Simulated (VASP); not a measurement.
Write the native input for VASP 6.6.1 that does the following.

```
Task                   : single point
Functional             : PBE
Potentials or basis    : VASP PAW PBE potentials, release 64 (Al, Si)
Cutoff                 : 520 eV
k mesh                 : 6 × 6 × 6
Occupations            : gaussian, width 0.1 eV
Spin                   : no spin polarisation
Dipole correction      : no
Further INCAR settings : ALGO = Normal; EDIFF = 1e-06; NBANDS = 19
```

The structure of Al2Si lies in POSCAR:

```
Al2Si
1.0
   -1.7533311656      2.7682194265      5.2834285045
    1.7533311656     -2.7682194265      5.2834285045
    1.7533311656      2.7682194265     -5.2834285045
Al Si
4 2
Direct
    0.1460906159      0.1453683780      0.0007222379
    0.6446461401      0.1453683780      0.4992777621
    0.8539093841      0.8546316220      0.9992777621
    0.3553538599      0.8546316220      0.5007222379
    0.7511350206      0.5011350206      0.2500000000
    0.2488649794      0.4988649794      0.7500000000
```

The input as run:

INCAR

```
PREC     = Accurate       # precision mode
ENCUT    = 520            # plane-wave cutoff, eV
EDIFF    = 1E-6           # SCF threshold, eV
ISMEAR   = 0              # smearing method
SIGMA    = 0.1            # smearing width, eV
LREAL    = F              # projectors in reciprocal space
LASPH    = T              # aspherical terms in the spheres
NELM     = 60             # most SCF steps
ALGO     = Normal         # electronic algorithm
ISIF     = 2              # what is computed and relaxed
LWAVE    = F              # write WAVECAR
LCHARG   = F              # write CHGCAR
GGA      = PE             # functional
NBANDS   = 19             # bands
```

KPOINTS

```
Automatic mesh
0
Gamma
  6 6 6
```

Potentials or basis: VASP PAW PBE potentials, release 64 (Al, Si).

Launch:

```sh
$ cat potpaw_PBE.64/Al/POTCAR potpaw_PBE.64/Si/POTCAR > POTCAR
$ mpirun -np 1 vasp_std > vasp.out
```

Results of the run:

```yaml
Pressure: 0.1 GPa
Largest_force: 0.038 eV/Å
Band_gap_on_the_k_mesh: zero (bands 10 and 11 overlap by 3.75 eV)
```

Run time: 61 s on 1 thread of Intel(R) Xeon(R) 6975P-C (Granite Rapids), on a shared host, peak memory 0.33 GiB.
